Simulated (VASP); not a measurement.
A run of VASP 6.6.1:

INCAR

```
ALGO = Normal
DIPOL = 0.5 0.5 0.336
EDIFF = 1E-7
ENCUT = 520
GGA = CA
IDIPOL = 3
ISIF = 2
ISMEAR = 0
LASPH = True
LCHARG = True
LDIPOL = True
LELF = True
LREAL = False
LVACPOTAV = True
LVHAR = True
LWAVE = False
NBANDS = 38
NELM = 80
PREC = Accurate
SIGMA = 0.1
```

KPOINTS

```
k-points
0
Gamma
  9 9 1
```

File POSCAR:

```
Mo4C
1.0
    3.1111816891      0.0000000000      0.0000000000
    0.0000000000      3.1111816891      0.0000000000
    0.0000000000      0.0000000000     21.5098172784
Mo C
4 1
Direct
    0.5000000000      0.5000000000      0.1859615983
    0.0000000000      0.0000000000      0.2582816382
    0.5000000000      0.5000000000      0.3325055024
    0.0000000000      0.0000000000      0.3956248056
    0.3750000000      0.3750000000      0.5095262845
```

Potentials or basis: VASP PAW LDA potentials, release 64 (Mo_sv, C).

The run is started by

```bash
$ cat potpaw_LDA.64/Mo_sv/POTCAR potpaw_LDA.64/C/POTCAR > POTCAR
$ mpirun -np 1 vasp_std > vasp.out
```

Hardware: 1 thread of AMD EPYC 7R43 64-Core Processor (Zen 3), with other jobs on the host.

How long does it take, and how much memory?

It took 7 min on 1 thread of AMD EPYC 7R43 64-Core Processor (Zen 3), on a shared host, peak memory 0.28 GiB. Counts: scf iterations 33, k points 25.
